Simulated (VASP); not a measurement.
# Na (Im-3m) in VASP: single point with PBE

Aim: the single point of Na with PBE.

Program: VASP 6.6.1. These are calculated values, not measurements. Logs are shortened: lines on timing, memory, paths and dates and some standing lists are left out, and cuts for length are marked.

### 1 The cell of the first run

Symmetry: Im-3m, No. 229, cubic system. The conventional cell has a = 4.270 Å, b = 4.270 Å, c = 4.270 Å, α = 90.00°, β = 90.00°, γ = 90.00°. Within 4.9 Å of Na (site symmetry m-3m) lie 14 Na at 3.70 to 4.27 Å.

### 2 Single point, PBE (Li replaced by Na, lengths x 1.178, strained)

Input file INCAR:

```
  ALGO = Fast
  EDIFF = 1E-7
  ENCUT = 520
  GGA = PE
  ISIF = 2
  ISMEAR = 0
  LASPH = True
  LCHARG = True
  LELF = True
  LREAL = False
  LVHAR = True
  LWAVE = False
  NBANDS = 10
  NELM = 80
  PREC = Accurate
  SIGMA = 0.1
```

Input file KPOINTS:

```
k-points
0
Gamma
  14 14 14
```

Input file POSCAR:

```
Na
1.0
   -2.1348891484      2.1348891484      2.1348891484
    2.1348891484     -2.1348891484      2.1348891484
    2.1348891484      2.1348891484     -2.1348891484
Na
1
Direct
    0.0000000000      0.0000000000      0.0000000000
```

Potentials or basis: VASP PAW PBE potentials, release 64 (Na_pv).

Run with:

```sh
cat potpaw_PBE.64/Na_pv/POTCAR > POTCAR
mpirun -np 1 vasp_std > vasp.out
```

OUTCAR:

```text
EDIFF = 1E-7
   ENCUT = 520
   GGA = PE
   ISIF = 2
   ISMEAR = 0
   LASPH = True
   LREAL = False
   NELM = 80
   PREC = Accurate

 ion  position               nearest neighbor table
   1  0.000  0.000  0.000-

  LATTYP: Found a body centered cubic cell.
 ALAT       =     4.2697782968

  Lattice vectors:

 A1 = (  -2.1348891484,   2.1348891484,   2.1348891484)
 A2 = (   2.1348891484,  -2.1348891484,   2.1348891484)
 A3 = (   2.1348891484,   2.1348891484,  -2.1348891484)

Analysis of symmetry for initial positions (statically):
=====================================================================
 Subroutine PRICEL returns:
 Original cell was already a primitive cell.

 Routine SETGRP: Setting up the symmetry group for a
 body centered cubic supercell.

 Subroutine GETGRP returns: Found 48 space group operations
 (whereof 48 operations were pure point group operations)
 out of a pool of 48 trial point group operations.

The static configuration has the point symmetry O_h .

Analysis of symmetry for dynamics (positions and initial velocities):
=====================================================================
 Subroutine PRICEL returns:
 Original cell was already a primitive cell.

 Routine SETGRP: Setting up the symmetry group for a
 body centered cubic supercell.

 Subroutine GETGRP returns: Found 48 space group operations
 (whereof 48 operations were pure point group operations)
 out of a pool of 48 trial point group operations.

The dynamic configuration has the point symmetry O_h .

 Subroutine INISYM returns: Found 48 space group operations
 (whereof 48 operations are pure point group operations),
 and found     1 'primitive' translations

----------------------------------------------------------------------------------------

                                     Primitive cell

  volume of cell :      38.9212

  direct lattice vectors                    reciprocal lattice vectors
    -2.134889148  2.134889148  2.134889148     0.000000000  0.234204198  0.234204198
     2.134889148 -2.134889148  2.134889148     0.234204198  0.000000000  0.234204198
     2.134889148  2.134889148 -2.134889148     0.234204198  0.234204198  0.000000000

  length of vectors
     3.697736474  3.697736474  3.697736474     0.331214753  0.331214753  0.331214753

  position of ions in fractional coordinates (direct lattice)
     0.000000000  0.000000000  0.000000000

  ion indices of the primitive-cell ions
   primitive index   ion index
                 1           1

----------------------------------------------------------------------------------------

 KPOINTS: k-points

Automatic generation of k-mesh.
 Grid dimensions read from file:
 generate k-points for:   14   14   14

 Generating k-lattice:

  Cartesian coordinates                     Fractional coordinates (reciprocal lattice)
     0.000000000  0.016728871  0.016728871     0.071428571  0.000000000  0.000000000
     0.016728871  0.000000000  0.016728871     0.000000000  0.071428571  0.000000000
     0.016728871  0.016728871  0.000000000     0.000000000  0.000000000  0.071428571

  Length of vectors
     0.023658197  0.023658197  0.023658197

  Shift w.r.t. Gamma in fractional coordinates (k-lattice)
     0.000000000  0.000000000  0.000000000

 Subroutine IBZKPT returns following result:
 ===========================================

 Found    104 irreducible k-points:

 Following reciprocal coordinates:
            Coordinates               Weight
  0.000000  0.000000  0.000000      1.000000
  0.071429  0.000000  0.000000     12.000000
  0.142857  0.000000  0.000000     12.000000
  0.214286  0.000000  0.000000     12.000000
  0.285714  0.000000  0.000000     12.000000
  0.357143  0.000000  0.000000     12.000000
[... 16 lines left out ...]
  0.285714  0.285714  0.000000     24.000000
  0.357143  0.285714  0.000000     24.000000
 [... further k-points ...]
   k-points           NKPTS =    104   k-points in BZ     NKDIM =    104   number of bands    NBANDS=     10
   number of dos      NEDOS =    301   number of ions     NIONS =      1
   total plane-waves  NPLWV =  21952
   dimension x,y,z NGX =    28 NGY =   28 NGZ =   28
   dimension x,y,z NGXF=    56 NGYF=   56 NGZF=   56
   ions per type =               1
   NGX,Y,Z   is equivalent  to a cutoff of  12.59, 12.59, 12.59 a.u.
   NGXF,Y,Z  is equivalent  to a cutoff of  25.18, 25.18, 25.18 a.u.
 SYSTEM =  unknown system
   PREC   = accura    normal or accurate (medium, high low for compatibility)
   ISTART =      0    job   : 0-new  1-cont  2-samecut
   ICHARG =      2    charge: 1-file 2-atom 10-const
   ISPIN  =      1    spin polarized calculation?
   LNONCOLLINEAR =      F non collinear calculations
   LSORBIT =      F    spin-orbit coupling
   LASPH  =      T    aspherical Exc in radial PAW
   ENCUT  =  520.0 eV  38.22 Ry    6.18 a.u.   6.88  6.88  6.88*2*pi/ulx,y,z
   NELM   =     80;   NELMIN=  2; NELMDL= -5     # of ELM steps
   EDIFF  = 0.1E-06   stopping-criterion for ELM
   LREAL  =      F    real-space projection
   EDIFFG = 0.1E-05   stopping-criterion for IOM
   NSW    =      0    number of steps for IOM
   IBRION =     -1    ionic relax: 0-MD 1-quasi-New 2-CG
   NFREE  =      0    steps in history (QN), initial steepest desc. (CG)
   ISIF   =      2    stress and relaxation
   ISYM   =      2    0-nonsym 1-usesym 2-fastsym
   POTIM  = 0.5000    time-step for ionic-motion
   TEBEG  =    0.0;   TEEND  =   0.0 temperature during run
   PSTRESS=    0.0 pullay stress
   NELECT =       7.0000    total number of electrons
   NUPDOWN=      -1.0000    fix difference up-down
   EMIN   =  10.00;   EMAX   =-10.00  energy-range for DOS
   EFERMI =   0.00;   METHOD = LEGACY
   ISMEAR =     0;   SIGMA  =   0.10  broadening in eV -4-tet -1-fermi 0-gaus
   EFERMI_NEDOS =   21; number of points for ismear=-14 and -15
   IALGO  =     68    algorithm
   IMIX   =      4    mixing-type and parameters
     AMIX     =   0.40;   BMIX     =  1.00
     AMIX_MAG =   1.60;   BMIX_MAG =  1.00
  volume/ion in A,a.u.               =      38.92       262.65
  Fermi-wavevector in a.u.,A,eV,Ry     =   0.924086  1.746268 11.618479  0.853934
  Thomas-Fermi vector in A             =   2.049793
   LORBIT       =      0    0 simple, 1 ext, 2 COOP (PROOUT), +10 PAW based schemes
   GGA     = PE    functional components
   LHFCALC =     F    Hartree Fock is set to
   AEXX    =    0.0000 exact exchange contribution
   IVDW    =     0    specifies the selected vdW correction
   LEPSILON=     F    determine dielectric tensor
   LRPA    =     F    only Hartree local field effects (RPA)
 non-spin polarized calculation
 RMM-DIIS sequential band-by-band and
 Gauss-broadening in eV      SIGMA  =   0.10
  energy-cutoff  :      520.00
  volume of cell :       38.92
 maximum number of plane-waves:      1067
   NGX = 13   NGY = 13   NGZ = 13

 number of electron       7.0000013 magnetization

 Free energy of the ion-electron system (eV)
  ---------------------------------------------------
  ext. energy  EPLUGINS =         0.00000000
  ---------------------------------------------------
  free energy    TOTEN  =        -1.30990914 eV

  energy without entropy =       -1.30683134  energy(sigma->0) =       -1.30837024

 E-fermi :   0.1692     XC(G=0):  -6.3769

 val. band max:        0.1422175860   @ k =  -0.3571   0.4286   0.1429
 cond. band min:       0.2211547568   @ k =   0.3571   0.0714   0.0714
 fundamental gap:      0.0789371708
 Fermi energy:         0.1691545218

 k-point     1 :       0.0000    0.0000    0.0000
  band No.  band energies     occupation
      1     -24.7484      2.00000
      2     -24.7484      2.00000
      3     -24.7483      2.00000
      4      -2.9843      2.00000
      5      11.6125      0.00000
      6      11.6125      0.00000
      7      11.6125      0.00000
      8      12.5860      0.00000
      9      12.5863      0.00000
     10      13.1294      0.00000

 k-point     2 :       0.0714    0.0000    0.0000
  band No.  band energies     occupation
      1     -24.7498      2.00000
      2     -24.7489      2.00000
      3     -24.7483      2.00000
      4      -2.8974      2.00000
      5      10.4421      0.00000
      6      11.0531      0.00000
      7      11.2421      0.00000
      8      11.8596      0.00000
      9      12.0721      0.00000
     10      13.3239      0.00000

 k-point     3 :       0.1429    0.0000    0.0000
  band No.  band energies     occupation
      1     -24.7540      2.00000
      2     -24.7503      2.00000
      3     -24.7483      2.00000
      4      -2.6374      2.00000
      5       8.6196      0.00000
      6      10.2309      0.00000
      7      10.6220      0.00000
      8      11.0457      0.00000
      9      11.7483      0.00000
     10      13.4576      0.00000

 k-point     4 :       0.2143    0.0000    0.0000
  band No.  band energies     occupation
      1     -24.7600      2.00000
      2     -24.7523      2.00000
      3     -24.7483      2.00000
      4      -2.2070      2.00000
      5       6.8670      0.00000
      6       9.5114      0.00000
      7      10.0578      0.00000
      8      10.3715      0.00000
      9      11.3085      0.00000
     10      13.7921      0.00000
[... 222 lines left out ...]
 k-point    22 :       0.3571    0.2143    0.0000
  band No.  band energies     occupation
      1     -24.7739      2.00000
      2     -24.7626      2.00000
      3     -24.7514      2.00000
      4       1.0966      0.00000
      5       2.3059      0.00000
      6       4.6294      0.00000
      7       8.0832      0.00000
      8      11.2549      0.00000
      9      13.3965      0.00000
     10      14.1937      0.00000

 k-point    23 :       0.2857    0.2857    0.0000
  band No.  band energies     occupation
      1     -24.7722      2.00000
      2     -24.7643      2.00000
      3     -24.7518      2.00000
      4       1.0271      0.00000
      5       3.0407      0.00000
      6       3.7397      0.00000
      7       8.0032      0.00000
      8      11.9326      0.00000
      9      12.6532      0.00000
     10      14.5208      0.00000

 k-point    24 :       0.3571    0.2857    0.0000
  band No.  band energies     occupation
      1     -24.7710      2.00000
      2     -24.7665      2.00000
      3     -24.7520      2.00000
      4       1.8699      0.00000
      5       2.2534      0.00000
      6       3.4576      0.00000
      7       7.9245      0.00000
      8      12.0885      0.00000
      9      12.9657      0.00000
     10      13.9279      0.00000

 [... further k-points ...]

------------------------ aborting loop because EDIFF is reached ----------------------------------------

  FORCE on cell =-STRESS in cart. coord.  units (eV):
  Direction    XX          YY          ZZ          XY          YZ          ZX
  --------------------------------------------------------------------------------------
  -------------------------------------------------------------------------------------
  Total       -0.0920195     -0.0920195     -0.0920195      0.0000000      0.0000000      0.0000000
  in kB       -3.7879509     -3.7879509     -3.7879509      0.0000000      0.0000000      0.0000000
  external PRESSURE =      -3.7879509 kB  Pullay stress =       0.0000000 kB

 VOLUME and BASIS-vectors are now :
 -----------------------------------------------------------------------------
  energy-cutoff  :      520.00
  volume of cell :       38.92
      direct lattice vectors                 reciprocal lattice vectors
    -2.134889148  2.134889148  2.134889148     0.000000000  0.234204198  0.234204198
     2.134889148 -2.134889148  2.134889148     0.234204198  0.000000000  0.234204198
     2.134889148  2.134889148 -2.134889148     0.234204198  0.234204198  0.000000000

 POSITION                                       TOTAL-FORCE (eV/Angst)
 -----------------------------------------------------------------------------------
      0.00000      0.00000      0.00000         0.000000      0.000000      0.000000
 -----------------------------------------------------------------------------------
    total drift:                               -0.000000     -0.000000     -0.000000

  FREE ENERGIE OF THE ION-ELECTRON SYSTEM (eV)
  ---------------------------------------------------
  free  energy   TOTEN  =        -1.3099091374 eV

  energy  without entropy=       -1.3068313396  energy(sigma->0) =       -1.30837024
```

Run time: 40 s. Hardware: 1 thread of Intel Xeon Platinum 8488C (Sapphire Rapids), shared host; peak memory 0.16 GiB.

What came out:

```yaml
Free_energy: -1.3099 eV
Pressure: -0.4 GPa
Band_gap_on_the_k_mesh: zero (an odd number of electrons rules out a gap without spin polarisation)
```

Caveat: the cell differs from its parent crystal (Li replaced by Na, lengths x 1.178, strained).
